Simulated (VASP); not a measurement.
# MoS2 (P6_3/mmc) in VASP: density of states with PBEsol

Aim: the density of states of MoS2 with PBEsol.

Program: VASP 6.6.1. These are calculated values, not measurements. Logs are shortened: lines on timing, memory, paths and dates and some standing lists are left out, and cuts for length are marked.

## 1. The cell of the first run

It takes space group P6_3/mmc (No. 194, hexagonal). The conventional cell has a = 3.169 Å, b = 3.169 Å, c = 12.324 Å, α = 90.00°, β = 90.00°, γ = 120.00°. Within 3.2 Å of Mo (site symmetry -6m2) lie 6 S at 2.41 Å and 6 Mo at 3.17 Å. Within 3.2 Å of S (site symmetry 3m) lie 3 Mo at 2.41 Å and 7 S at 3.13 to 3.17 Å.

## 2. Density of states, PBEsol

File POSCAR:

```
MoS2
1.0
    3.1690000000      0.0000000000      0.0000000000
   -1.5845000000      2.7444345046      0.0000000000
    0.0000000000      0.0000000000     12.3240000000
Mo S
2 4
Direct
    0.3333333333      0.6666666667      0.2500000000
    0.6666666667      0.3333333333      0.7500000000
    0.3333333333      0.6666666667      0.6230000000
    0.6666666667      0.3333333333      0.1230000000
    0.3333333333      0.6666666667      0.8770000000
    0.6666666667      0.3333333333      0.3770000000
```

File INCAR.step1:

```
PREC     = Accurate       # precision mode
ENCUT    = 520            # plane-wave cutoff, eV
EDIFF    = 1E-6           # SCF threshold, eV
ISMEAR   = 0              # smearing method
SIGMA    = 0.05           # smearing width, eV
LREAL    = F              # projectors in reciprocal space
LASPH    = T              # aspherical terms in the spheres
NELM     = 100            # most SCF steps
ALGO     = Normal         # electronic algorithm
ISIF     = 2              # what is computed and relaxed
LWAVE    = F              # write WAVECAR
LCHARG   = T              # write CHGCAR
LMAXMIX  = 4              # l up to which the mixer works
GGA      = PS             # functional
NBANDS   = 35             # bands
```

File KPOINTS.step1:

```
Automatic mesh
0
Gamma
  9 9 2
```

File INCAR.step2:

```
PREC     = Accurate       # precision mode
ENCUT    = 520            # plane-wave cutoff, eV
EDIFF    = 1E-6           # SCF threshold, eV
ISMEAR   = -5             # smearing method
SIGMA    = 0.05           # smearing width, eV
LREAL    = F              # projectors in reciprocal space
LASPH    = T              # aspherical terms in the spheres
NELM     = 100            # most SCF steps
ALGO     = Normal         # electronic algorithm
ISIF     = 2              # what is computed and relaxed
LWAVE    = F              # write WAVECAR
LCHARG   = F              # write CHGCAR
LMAXMIX  = 4              # l up to which the mixer works
GGA      = PS             # functional
LORBIT   = 11             # projections on sites
NEDOS    = 2001           # points of the DOS
ICHARG   = 11             # starting density
```

File KPOINTS.step2:

```
Automatic mesh
0
Gamma
  14 14 3
```

Potentials or basis: VASP PAW PBE potentials, release 64 (Mo_sv, S).

Run with:

```sh
cat potpaw_PBE.64/Mo_sv/POTCAR potpaw_PBE.64/S/POTCAR > POTCAR
cp INCAR.step1 INCAR
cp KPOINTS.step1 KPOINTS
mpirun -np 1 vasp_std > vasp.out
cp INCAR.step2 INCAR
cp KPOINTS.step2 KPOINTS
mpirun -np 1 vasp_std > vasp.out
```

OUTCAR:

```text
PREC = Accurate
   ENCUT = 520
   EDIFF = 1E-6
   ISMEAR = -5
   LREAL = F
   LASPH = T
   NELM = 100
   ISIF = 2
   GGA = PS
   LORBIT = 11
   ICHARG = 11

 ion  position               nearest neighbor table
   1  0.333  0.667  0.250-   4 2.41   6 2.41   4 2.41   6 2.41   4 2.41   6 2.41
   2  0.667  0.333  0.750-   3 2.41   5 2.41   3 2.41   5 2.41   3 2.41   5 2.41
   3  0.333  0.667  0.623-   2 2.41   2 2.41   2 2.41
   4  0.667  0.333  0.123-   1 2.41   1 2.41   1 2.41
   5  0.333  0.667  0.877-   2 2.41   2 2.41   2 2.41
   6  0.667  0.333  0.377-   1 2.41   1 2.41   1 2.41

  LATTYP: Found a hexagonal cell.
 ALAT       =     3.1690000000
 C/A-ratio  =     3.8889239508

  Lattice vectors:

 A1 = (   3.1690000000,   0.0000000000,   0.0000000000)
 A2 = (  -1.5845000000,   2.7444345046,   0.0000000000)
 A3 = (   0.0000000000,   0.0000000000,  12.3240000000)

Analysis of symmetry for initial positions (statically):
=====================================================================
 Subroutine PRICEL returns:
 Original cell was already a primitive cell.

 Routine SETGRP: Setting up the symmetry group for a
 hexagonal supercell.

 Subroutine GETGRP returns: Found 24 space group operations
 (whereof 12 operations were pure point group operations)
 out of a pool of 24 trial point group operations.

The static configuration has the point symmetry D_3d.
 The point group associated with its full space group is D_6h.

Analysis of symmetry for dynamics (positions and initial velocities):
=====================================================================
 Subroutine PRICEL returns:
 Original cell was already a primitive cell.

 Routine SETGRP: Setting up the symmetry group for a
 hexagonal supercell.

 Subroutine GETGRP returns: Found 24 space group operations
 (whereof 12 operations were pure point group operations)
 out of a pool of 24 trial point group operations.

The dynamic configuration has the point symmetry D_3d.
 The point group associated with its full space group is D_6h.

 Subroutine INISYM returns: Found 24 space group operations
 (whereof 12 operations are pure point group operations),
 and found     1 'primitive' translations

----------------------------------------------------------------------------------------

                                     Primitive cell

  volume of cell :     107.1832

  direct lattice vectors                    reciprocal lattice vectors
     3.169000000  0.000000000  0.000000000     0.315556958  0.182186895  0.000000000
    -1.584500000  2.744434505  0.000000000     0.000000000  0.364373789  0.000000000
     0.000000000  0.000000000 12.324000000     0.000000000  0.000000000  0.081142486

  length of vectors
     3.169000000  3.169000000 12.324000000     0.364373789  0.364373789  0.081142486

  position of ions in fractional coordinates (direct lattice)
     0.333333333  0.666666667  0.250000000
     0.666666667  0.333333333  0.750000000
     0.333333333  0.666666667  0.623000000
     0.666666667  0.333333333  0.123000000
     0.333333333  0.666666667  0.877000000
     0.666666667  0.333333333  0.377000000

  ion indices of the primitive-cell ions
   primitive index   ion index
                 1           1
                 2           2
                 3           3
                 4           4
                 5           5
                 6           6

----------------------------------------------------------------------------------------

 KPOINTS: Automatic mesh

Automatic generation of k-mesh.
 Grid dimensions read from file:
 generate k-points for:   14   14    3

 Generating k-lattice:

  Cartesian coordinates                     Fractional coordinates (reciprocal lattice)
     0.022539783  0.013013350  0.000000000     0.071428571  0.000000000  0.000000000
     0.000000000  0.026026699  0.000000000     0.000000000  0.071428571  0.000000000
     0.000000000  0.000000000  0.027047495     0.000000000  0.000000000  0.333333333

  Length of vectors
     0.026026699  0.026026699  0.027047495

  Shift w.r.t. Gamma in fractional coordinates (k-lattice)
     0.000000000  0.000000000  0.000000000

 TETIRR: Found    511 inequivalent tetrahedra from     3528

 Subroutine IBZKPT returns following result:
 ===========================================

 Found     48 irreducible k-points:

 Following reciprocal coordinates:
            Coordinates               Weight
  0.000000  0.000000  0.000000      1.000000
  0.071429  0.000000  0.000000      6.000000
  0.142857  0.000000  0.000000      6.000000
  0.214286 -0.000000  0.000000      6.000000
  0.285714  0.000000  0.000000      6.000000
  0.357143  0.000000  0.000000      6.000000
[... 16 lines left out ...]
  0.285714  0.285714  0.000000      6.000000
  0.357143  0.285714  0.000000      6.000000
 [... further k-points ...]
   k-points           NKPTS =     48   k-points in BZ     NKDIM =     48   number of bands    NBANDS=     31
   number of dos      NEDOS =   2001   number of ions     NIONS =      6
   total plane-waves  NPLWV =  55296
   dimension x,y,z NGX =    24 NGY =   24 NGZ =   96
   dimension x,y,z NGXF=    48 NGYF=   48 NGZF=  192
   ions per type =               2   4
   NGX,Y,Z   is equivalent  to a cutoff of  12.59, 12.59, 12.95 a.u.
   NGXF,Y,Z  is equivalent  to a cutoff of  25.18, 25.18, 25.90 a.u.
 SYSTEM =  unknown system
   PREC   = accura    normal or accurate (medium, high low for compatibility)
   ISTART =      0    job   : 0-new  1-cont  2-samecut
   ICHARG =     11    charge: 1-file 2-atom 10-const
   ISPIN  =      1    spin polarized calculation?
   LNONCOLLINEAR =      F non collinear calculations
   LSORBIT =      F    spin-orbit coupling
   LASPH  =      T    aspherical Exc in radial PAW
   ENCUT  =  520.0 eV  38.22 Ry    6.18 a.u.   5.89  5.89 22.91*2*pi/ulx,y,z
   NELM   =    100;   NELMIN=  2; NELMDL=  0     # of ELM steps
   EDIFF  = 0.1E-05   stopping-criterion for ELM
   LREAL  =      F    real-space projection
   EDIFFG = 0.1E-04   stopping-criterion for IOM
   NSW    =      0    number of steps for IOM
   IBRION =     -1    ionic relax: 0-MD 1-quasi-New 2-CG
   NFREE  =      0    steps in history (QN), initial steepest desc. (CG)
   ISIF   =      2    stress and relaxation
   ISYM   =      2    0-nonsym 1-usesym 2-fastsym
   POTIM  = 0.5000    time-step for ionic-motion
   TEBEG  =    0.0;   TEEND  =   0.0 temperature during run
   PSTRESS=    0.0 pullay stress
   NELECT =      52.0000    total number of electrons
   NUPDOWN=      -1.0000    fix difference up-down
   EMIN   =  10.00;   EMAX   =-10.00  energy-range for DOS
   EFERMI =   0.00;   METHOD = LEGACY
   ISMEAR =    -5;   SIGMA  =   0.05  broadening in eV -4-tet -1-fermi 0-gaus
   EFERMI_NEDOS =   21; number of points for ismear=-14 and -15
   IALGO  =     38    algorithm
   IMIX   =      4    mixing-type and parameters
     AMIX     =   0.40;   BMIX     =  1.00
     AMIX_MAG =   1.60;   BMIX_MAG =  1.00
  volume/ion in A,a.u.               =      17.86       120.55
  Fermi-wavevector in a.u.,A,eV,Ry     =   1.286373  2.430893 22.514325  1.654756
  Thomas-Fermi vector in A             =   2.418452
   LORBIT       =     11    0 simple, 1 ext, 2 COOP (PROOUT), +10 PAW based schemes
   GGA     = PS    functional components
   LHFCALC =     F    Hartree Fock is set to
   AEXX    =    0.0000 exact exchange contribution
   IVDW    =     0    specifies the selected vdW correction
   LEPSILON=     F    determine dielectric tensor
   LRPA    =     F    only Hartree local field effects (RPA)
 non-spin polarized calculation
 Fermi weights with tetrahedron method with Bloechl corrections
  energy-cutoff  :      520.00
  volume of cell :      107.18
 maximum number of plane-waves:      2908
 NGX is ok and might be reduce to    24

 number of electron      51.9999997 magnetization

 Free energy of the ion-electron system (eV)
  ---------------------------------------------------
  ext. energy  EPLUGINS =         0.00000000
  ---------------------------------------------------
  free energy    TOTEN  =       -46.87934558 eV

  energy without entropy =      -46.87934558  energy(sigma->0) =      -46.87934558

 E-fermi :   7.4099     XC(G=0): -10.9948

 val. band max:        7.4097244606   @ k =   0.0000   0.0000   0.0000
 cond. band min:       8.2872855993   @ k =   0.2143   0.1429   0.0000
 fundamental gap:      0.8775611387
 Fermi energy:         7.4099415310

 k-point     1 :       0.0000    0.0000    0.0000
  band No.  band energies     occupation
      1     -54.0042      2.00000
      2     -54.0042      2.00000
      3     -28.1909      2.00000
      4     -28.1908      2.00000
      5     -27.9612      2.00000
      6     -27.9612      2.00000
[... 23 lines left out ...]
     30       9.5470      0.00000
     31       9.6965      0.00000

 k-point     2 :       0.0714    0.0000    0.0000
  band No.  band energies     occupation
      1     -54.0022      2.00000
      2     -54.0022      2.00000
      3     -28.1870      2.00000
      4     -28.1869      2.00000
      5     -27.9812      2.00000
      6     -27.9812      2.00000
[... 23 lines left out ...]
     30       9.6063      0.00000
     31       9.6411      0.00000

 k-point     3 :       0.1429    0.0000    0.0000
  band No.  band energies     occupation
      1     -53.9966      2.00000
      2     -53.9966      2.00000
      3     -28.1760      2.00000
      4     -28.1759      2.00000
      5     -28.0369      2.00000
      6     -28.0369      2.00000
[... 703 lines left out ...]
     30       9.8648      0.00000
     31      10.1590      0.00000

 k-point    24 :       0.3571    0.2857    0.0000
  band No.  band energies     occupation
      1     -53.9593      2.00000
      2     -53.9593      2.00000
      3     -28.2695      2.00000
      4     -28.2695      2.00000
      5     -28.1952      2.00000
      6     -28.1952      2.00000
[... 23 lines left out ...]
     30      10.1664      0.00000
     31      10.2368      0.00000

 [... further k-points ...]
[... 5 lines left out ...]
  --------------------------------------------------------------------------------------
  -------------------------------------------------------------------------------------
  Total       -2.1883895     -2.1883895     -1.5866651      0.0000000      0.0000000      0.0000000
  in kB      -32.7120978    -32.7120978    -23.7175077      0.0000000      0.0000000      0.0000000
  external PRESSURE =     -29.7139011 kB  Pullay stress =       0.0000000 kB

 VOLUME and BASIS-vectors are now :
 -----------------------------------------------------------------------------
  energy-cutoff  :      520.00
  volume of cell :      107.18
      direct lattice vectors                 reciprocal lattice vectors
     3.169000000  0.000000000  0.000000000     0.315556958  0.182186895  0.000000000
    -1.584500000  2.744434505  0.000000000     0.000000000  0.364373789  0.000000000
     0.000000000  0.000000000 12.324000000     0.000000000  0.000000000  0.081142486

 POSITION                                       TOTAL-FORCE (eV/Angst)
 -----------------------------------------------------------------------------------
     -0.00000      1.82962      3.08100         0.000000      0.000000      0.000000
      1.58450      0.91481      9.24300        -0.000000     -0.000000      0.000000
     -0.00000      1.82962      7.67785         0.000000      0.000000      0.311413
      1.58450      0.91481      1.51585         0.000000     -0.000000      0.311413
     -0.00000      1.82962     10.80815         0.000000      0.000000     -0.311413
      1.58450      0.91481      4.64615         0.000000     -0.000000     -0.311413
 -----------------------------------------------------------------------------------
    total drift:                               -0.000000      0.000000     -0.000000

  FREE ENERGIE OF THE ION-ELECTRON SYSTEM (eV)
  ---------------------------------------------------
  free  energy   TOTEN  =       -46.8793455759 eV

  energy  without entropy=      -46.8793455759  energy(sigma->0) =      -46.87934558

 total charge

# of ion       s       p       d       tot
------------------------------------------
    1        2.293   6.220   3.956  12.470
    2        2.293   6.220   3.956  12.470
    3        1.358   2.315   0.000   3.673
    4        1.358   2.315   0.000   3.673
    5        1.358   2.315   0.000   3.673
    6        1.358   2.315   0.000   3.673
--------------------------------------------------
tot         10.019  21.700   7.913  39.632
```

Wall time 2.1 min (1 thread of Intel Xeon 6975P-C, shared host); peak memory 0.29 GiB.

What came out:

- Valence electrons inside the program's atomic spheres: Mo 12.47; S 3.67

Caveat: the PAW data sets were made with another functional, which shifts forces and pressure a little; this functional lacks dispersion, which binds the layers, so the pressure and a relaxed spacing across them are unreliable.
